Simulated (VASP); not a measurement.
# MnO in VASP: further runs

The runs below take MnO through single point, with PBE.

Everything below comes from runs of VASP 6.6.1. Logs are shortened: lines on timing, memory, paths and dates and some standing lists are left out, and cuts for length are marked.

### Step 1. The cell of the first run

The typed cell holds 2 atoms: a = 3.142 Å, b = 3.142 Å, c = 3.142 Å, α = 60.00°, β = 60.00°, γ = 60.00°.

### Step 2. Single point, PBE, collinear spin, ferromagnetic start (atoms moved at random)

The input, INCAR:

```
PREC = Accurate
ENCUT = 520
EDIFF = 1E-7
ISMEAR = -1
SIGMA = 0.05
LREAL = False
LASPH = True
NELM = 150
ALGO = Normal
ISIF = 2
LWAVE = False
LCHARG = False
ISPIN = 2
MAGMOM = 4 0
LORBIT = 11
LMAXMIX = 4
GGA = PE
NBANDS = 20
```

The input, KPOINTS:

```
regular mesh
0
Gamma
  10 10 10
```

The input, POSCAR:

```
MnO
1.0
    0.0000000000      2.2220003300      2.2220003300
    2.2220003300      0.0000000000      2.2220003300
    2.2220003300      2.2220003300      0.0000000000
Mn O
1 1
Direct
    0.0053850000      0.0050130000      0.0051770000
    0.5059410000      0.4987120000      0.4999100000
```

Potentials or basis: VASP PAW PBE potentials, release 64 (Mn_pv, O).

Launch:

```
$ cat potpaw_PBE.64/Mn_pv/POTCAR potpaw_PBE.64/O/POTCAR > POTCAR
$ mpirun -np 1 vasp_std > vasp.out
```

OUTCAR:

```text
PREC = Accurate
   ENCUT = 520
   EDIFF = 1E-7
   ISMEAR = -1
   LREAL = False
   LASPH = True
   NELM = 150
   ISIF = 2
   ISPIN = 2
   LORBIT = 11
   GGA = PE

 ion  position               nearest neighbor table
   1  0.005  0.005  0.005-   2 2.20   2 2.21   2 2.21   2 2.23   2 2.23   2 2.25
   2  0.506  0.499  0.500-   1 2.20   1 2.21   1 2.21   1 2.23   1 2.23   1 2.25

  LATTYP: Found a face centered cubic cell.
 ALAT       =     4.4440006600

  Lattice vectors:

 A1 = (   0.0000000000,   2.2220003300,   2.2220003300)
 A2 = (   2.2220003300,   0.0000000000,   2.2220003300)
 A3 = (   2.2220003300,   2.2220003300,   0.0000000000)

Analysis of symmetry for initial positions (statically):
=====================================================================
 Subroutine PRICEL returns:
 Original cell was already a primitive cell.

 Routine SETGRP: Setting up the symmetry group for a
 face centered cubic supercell.

 Subroutine GETGRP returns: Found  1 space group operations
 (whereof  1 operations were pure point group operations)
 out of a pool of 48 trial point group operations.

The static configuration has the point symmetry C_1 .

Analysis of symmetry for dynamics (positions and initial velocities):
=====================================================================
 Subroutine PRICEL returns:
 Original cell was already a primitive cell.

 Routine SETGRP: Setting up the symmetry group for a
 face centered cubic supercell.

 Subroutine GETGRP returns: Found  1 space group operations
 (whereof  1 operations were pure point group operations)
 out of a pool of 48 trial point group operations.

The dynamic configuration has the point symmetry C_1 .

Analysis of structural, dynamic, and magnetic symmetry:
=====================================================================
 Subroutine PRICEL returns:
 Original cell was already a primitive cell.

 Routine SETGRP: Setting up the symmetry group for a
 face centered cubic supercell.

 Subroutine GETGRP returns: Found  1 space group operations
 (whereof  1 operations were pure point group operations)
 out of a pool of 48 trial point group operations.

The overall configuration has the point symmetry C_1 .

 Subroutine INISYM returns: Found  1 space group operations
 (whereof  1 operations are pure point group operations),
 and found     1 'primitive' translations

----------------------------------------------------------------------------------------

                                     Primitive cell

  volume of cell :      21.9413

  direct lattice vectors                    reciprocal lattice vectors
     0.000000000  2.222000330  2.222000330    -0.225022469  0.225022469  0.225022469
     2.222000330  0.000000000  2.222000330     0.225022469 -0.225022469  0.225022469
     2.222000330  2.222000330  0.000000000     0.225022469  0.225022469 -0.225022469

  length of vectors
     3.142383002  3.142383002  3.142383002     0.389750349  0.389750349  0.389750349

  position of ions in fractional coordinates (direct lattice)
     0.005385000  0.005013000  0.005177000
     0.505941000  0.498712000  0.499910000

  ion indices of the primitive-cell ions
   primitive index   ion index
                 1           1
                 2           2

----------------------------------------------------------------------------------------

 KPOINTS: regular mesh

Automatic generation of k-mesh.
 Grid dimensions read from file:
 generate k-points for:   10   10   10

 Generating k-lattice:

  Cartesian coordinates                     Fractional coordinates (reciprocal lattice)
    -0.022502247  0.022502247  0.022502247     0.100000000  0.000000000  0.000000000
     0.022502247 -0.022502247  0.022502247     0.000000000  0.100000000  0.000000000
     0.022502247  0.022502247 -0.022502247     0.000000000  0.000000000  0.100000000

  Length of vectors
     0.038975035  0.038975035  0.038975035

  Shift w.r.t. Gamma in fractional coordinates (k-lattice)
     0.000000000  0.000000000  0.000000000

 Subroutine IBZKPT returns following result:
 ===========================================

 Found    504 irreducible k-points:

 Following reciprocal coordinates:
            Coordinates               Weight
  0.000000  0.000000  0.000000      1.000000
  0.100000  0.000000  0.000000      2.000000
  0.000000  0.100000  0.000000      2.000000
  0.000000  0.000000  0.100000      2.000000
  0.100000  0.100000  0.100000      2.000000
  0.200000  0.000000  0.000000      2.000000
[... 16 lines left out ...]
  0.000000  0.100000  0.100000      2.000000
  0.100000  0.000000  0.100000      2.000000
 [... further k-points ...]
   k-points           NKPTS =    504   k-points in BZ     NKDIM =    504   number of bands    NBANDS=     20
   number of dos      NEDOS =    301   number of ions     NIONS =      2
   total plane-waves  NPLWV =  13824
   dimension x,y,z NGX =    24 NGY =   24 NGZ =   24
   dimension x,y,z NGXF=    48 NGYF=   48 NGZF=   48
   ions per type =               1   1
   NGX,Y,Z   is equivalent  to a cutoff of  12.70, 12.70, 12.70 a.u.
   NGXF,Y,Z  is equivalent  to a cutoff of  25.39, 25.39, 25.39 a.u.
 SYSTEM =  unknown system
   PREC   = accura    normal or accurate (medium, high low for compatibility)
   ISTART =      0    job   : 0-new  1-cont  2-samecut
   ICHARG =      2    charge: 1-file 2-atom 10-const
   ISPIN  =      2    spin polarized calculation?
   LNONCOLLINEAR =      F non collinear calculations
   LSORBIT =      F    spin-orbit coupling
   LASPH  =      T    aspherical Exc in radial PAW
   ENCUT  =  520.0 eV  38.22 Ry    6.18 a.u.   5.84  5.84  5.84*2*pi/ulx,y,z
   NELM   =    150;   NELMIN=  2; NELMDL= -5     # of ELM steps
   EDIFF  = 0.1E-06   stopping-criterion for ELM
   LREAL  =      F    real-space projection
   EDIFFG = 0.1E-05   stopping-criterion for IOM
   NSW    =      0    number of steps for IOM
   IBRION =     -1    ionic relax: 0-MD 1-quasi-New 2-CG
   NFREE  =      0    steps in history (QN), initial steepest desc. (CG)
   ISIF   =      2    stress and relaxation
   ISYM   =      2    0-nonsym 1-usesym 2-fastsym
   POTIM  = 0.5000    time-step for ionic-motion
   TEBEG  =    0.0;   TEEND  =   0.0 temperature during run
   PSTRESS=    0.0 pullay stress
   NELECT =      19.0000    total number of electrons
   NUPDOWN=      -1.0000    fix difference up-down
   EMIN   =  10.00;   EMAX   =-10.00  energy-range for DOS
   EFERMI =   0.00;   METHOD = LEGACY
   ISMEAR =    -1;   SIGMA  =   0.05  broadening in eV -4-tet -1-fermi 0-gaus
   EFERMI_NEDOS =   21; number of points for ismear=-14 and -15
   IALGO  =     38    algorithm
   IMIX   =      4    mixing-type and parameters
     AMIX     =   0.40;   BMIX     =  1.00
     AMIX_MAG =   1.60;   BMIX_MAG =  1.00
  volume/ion in A,a.u.               =      10.97        74.03
  Fermi-wavevector in a.u.,A,eV,Ry     =   1.560409  2.948746 33.128523  2.434878
  Thomas-Fermi vector in A             =   2.663626
   LORBIT       =     11    0 simple, 1 ext, 2 COOP (PROOUT), +10 PAW based schemes
   GGA     = PE    functional components
   LHFCALC =     F    Hartree Fock is set to
   AEXX    =    0.0000 exact exchange contribution
   IVDW    =     0    specifies the selected vdW correction
   LEPSILON=     F    determine dielectric tensor
   LRPA    =     F    only Hartree local field effects (RPA)
 spin polarized calculation
  energy-cutoff  :      520.00
  volume of cell :       21.94
 maximum number of plane-waves:       609
   NGX = 11   NGY = 11   NGZ = 11

 number of electron      19.0000006 magnetization       4.7895697

 Free energy of the ion-electron system (eV)
  ---------------------------------------------------
  ext. energy  EPLUGINS =         0.00000000
  ---------------------------------------------------
  free energy    TOTEN  =       -16.40435854 eV

  energy without entropy =      -16.39706108  energy(sigma->0) =      -16.40070981

 E-fermi :   7.5610     XC(G=0): -11.8669

 val. band max:        7.5534952279   @ k =   0.5000   0.4000   0.5000
 cond. band min:       7.5668591596   @ k =   0.4000   0.0000   0.0000
 fundamental gap:      0.0133639317
 Fermi energy:         7.5610051943

 spin component 1

 k-point     1 :       0.0000    0.0000    0.0000
  band No.  band energies     occupation
      1     -42.8147      1.00000
      2     -42.8143      1.00000
      3     -42.8142      1.00000
      4     -12.7212      1.00000
      5       3.7762      1.00000
      6       3.7833      1.00000
[... 12 lines left out ...]
     19      27.2895      0.00000
     20      27.2927      0.00000

 k-point     2 :       0.1000    0.0000    0.0000
  band No.  band energies     occupation
      1     -42.8203      1.00000
      2     -42.8154      1.00000
      3     -42.8151      1.00000
      4     -12.6356      1.00000
      5       2.9089      1.00000
      6       3.2561      1.00000
[... 498 lines left out ...]
 k-point    24 :       0.1000    0.0000    0.1000
  band No.  band energies     occupation
      1     -42.8201      1.00000
      2     -42.8168      1.00000
      3     -42.8165      1.00000
      4     -12.6098      1.00000
      5       2.5058      1.00000
      6       3.3876      1.00000
[... 12 lines left out ...]
     19      28.8356      0.00000
     20      28.8380      0.00000

 [... further k-points ...]

 spin component 2

 k-point     1 :       0.0000    0.0000    0.0000
  band No.  band energies     occupation
      1     -38.1355      1.00000
      2     -38.1351      1.00000
      3     -38.1351      1.00000
      4     -12.2728      1.00000
      5       4.1936      1.00000
      6       4.1965      1.00000
[... 12 lines left out ...]
     19      29.6491      0.00000
     20      29.6529      0.00000

 k-point     2 :       0.1000    0.0000    0.0000
  band No.  band energies     occupation
      1     -38.1430      1.00000
      2     -38.1364      1.00000
      3     -38.1360      1.00000
      4     -12.1895      1.00000
      5       3.5871      1.00000
      6       4.0040      1.00000
[... 498 lines left out ...]
 k-point    24 :       0.1000    0.0000    0.1000
  band No.  band energies     occupation
      1     -38.1425      1.00000
      2     -38.1382      1.00000
      3     -38.1379      1.00000
      4     -12.1644      1.00000
      5       3.3453      1.00000
      6       4.0277      1.00000
[... 12 lines left out ...]
     19      31.0163      0.00000
     20      31.0193      0.00000

 [... further k-points ...]
[... 5 lines left out ...]
  --------------------------------------------------------------------------------------
  -------------------------------------------------------------------------------------
  Total        0.1011724      0.0872643      0.0886033     -0.0018144     -0.0008989     -0.0022401
  in kB        7.3877170      6.3721339      6.4699112     -0.1324914     -0.0656368     -0.1635780
  external PRESSURE =       6.7432540 kB  Pullay stress =       0.0000000 kB

 VOLUME and BASIS-vectors are now :
 -----------------------------------------------------------------------------
  energy-cutoff  :      520.00
  volume of cell :       21.94
      direct lattice vectors                 reciprocal lattice vectors
     0.000000000  2.222000330  2.222000330    -0.225022469  0.225022469  0.225022469
     2.222000330  0.000000000  2.222000330     0.225022469 -0.225022469  0.225022469
     2.222000330  2.222000330  0.000000000     0.225022469  0.225022469 -0.225022469

 POSITION                                       TOTAL-FORCE (eV/Angst)
 -----------------------------------------------------------------------------------
      0.02264      0.02347      0.02310        -0.093486     -0.037781     -0.046107
      2.21894      2.23500      2.23234         0.093486      0.037781      0.046107
 -----------------------------------------------------------------------------------
    total drift:                               -0.000010     -0.000033     -0.000001

  FREE ENERGIE OF THE ION-ELECTRON SYSTEM (eV)
  ---------------------------------------------------
  free  energy   TOTEN  =       -16.4043585371 eV

  energy  without entropy=      -16.3970610771  energy(sigma->0) =      -16.40070981

 total charge

# of ion       s       p       d       tot
------------------------------------------
    1        0.203   6.177   4.976  11.356
    2        1.561   3.417   0.000   4.978
--------------------------------------------------
tot          1.764   9.594   4.976  16.333

 magnetization (x)

# of ion       s       p       d       tot
------------------------------------------
    1        0.034   0.026   4.285   4.345
    2        0.030   0.176   0.000   0.206
--------------------------------------------------
tot          0.064   0.202   4.285   4.550
```

It took 2.9 min on 1 thread of AMD EPYC 9R45 (Zen 5), shared host; peak memory 0.38 GiB.

What came out:

```yaml
Free_energy: -16.4044 eV
Pressure: 0.7 GPa
Largest_force: 0.111 eV/Å
Net_moment: 4.79 μB per cell
Site_moments: Mn +4.34; O +0.21 μB
Valence_electrons_inside_the_program's_atomic_spheres: Mn 11.36; O 4.98
```

Forces in eV/Å, atoms in the order of the input:
```
Mn  -0.093 -0.038 -0.046
O    0.093  0.038  0.046
```

Caveat: the cell differs from its parent crystal (atoms moved at random); a cell with one magnetic atom can't hold antiferromagnetic order, which such compounds often take; semilocal functionals often make such compounds metallic where correlation or magnetic order opens a gap, which also shifts bond lengths.

### Step 3. Single point, PBE, collinear spin, ferromagnetic start

The input, INCAR:

```
SYSTEM = MnO
  PREC = Accurate
  ENCUT = 520
  EDIFF = 1E-6
  ISMEAR = -1
  SIGMA = 0.05
  LREAL = .False.
  LASPH = .True.
  NELM = 150
  ALGO = Normal
  ISIF = 2
  LWAVE = .False.
  LCHARG = .True.
  ISPIN = 2
  MAGMOM = 4 0
  LORBIT = 11
  LMAXMIX = 4
  GGA = PE
  LELF = .True.
  LVHAR = .True.
  NBANDS = 20
```

The input, KPOINTS:

```
Automatic mesh
0
Gamma
  10 10 10
  0 0 0
```

The input, POSCAR:

```
MnO
1.0
    0.0000000000      2.2220003300      2.2220003300
    2.2220003300      0.0000000000      2.2220003300
    2.2220003300      2.2220003300      0.0000000000
Mn O
1 1
Direct
    0.0000000000      0.0000000000      0.0000000000
    0.5000000000      0.5000000000      0.5000000000
```

Potentials or basis: VASP PAW PBE potentials, release 64 (Mn_pv, O).

Launch:

```
$ cat potpaw_PBE.64/Mn_pv/POTCAR potpaw_PBE.64/O/POTCAR > POTCAR
$ mpirun -np 1 vasp_std > vasp.out
```

Run time: 15 s. Hardware: 1 thread of Intel Xeon 6975P-C (Granite Rapids), shared host; peak memory 0.16 GiB.

It converged, with:

```yaml
Free_energy: -16.4060 eV
Pressure: 0.6 GPa
Net_moment: 4.79 μB per cell
Site_moments: Mn +4.34; O +0.20 μB
Valence_electrons_inside_the_program's_atomic_spheres: Mn 11.36; O 4.98
```

Levels at points of the mesh, in eV from the Fermi level:
Spin up:
```tsv
k point	band 10	band 11	band 12	band 13	band 14	band 15
(0.00, 0.00, 0.00)	-3.22	-2.70	-2.70	-0.52	13.96	16.34
(0.50, 0.00, 0.00)	-1.89	0.20	0.20	3.48	7.74	11.88
(0.50, 0.50, 0.00)	-2.06	-2.06	-1.92	5.02	7.82	10.41
```
Spin down:
```csv
k point,band 3,band 4,band 5,band 6,band 7,band 8,band 9,band 10,band 11,band 12
"(0.00, 0.00, 0.00)",-45.70,-19.83,-3.36,-3.36,-3.36,0.75,0.75,0.75,0.80,1.38
"(0.50, 0.00, 0.00)",-45.71,-18.87,-7.37,-4.85,-4.85,1.94,1.98,1.98,3.65,3.65
"(0.50, 0.50, 0.00)",-45.73,-18.91,-6.42,-4.34,-4.34,-0.83,1.96,2.17,2.41,2.41
```

Caveat: a cell with one magnetic atom can't hold antiferromagnetic order, which such compounds often take; semilocal functionals often make such compounds metallic where correlation or magnetic order opens a gap, which also shifts bond lengths. With open d or f shells a metallic result of PBE can be an artefact of self-interaction; +U or a hybrid may open a gap.

(Continued in part 2 of 2.)
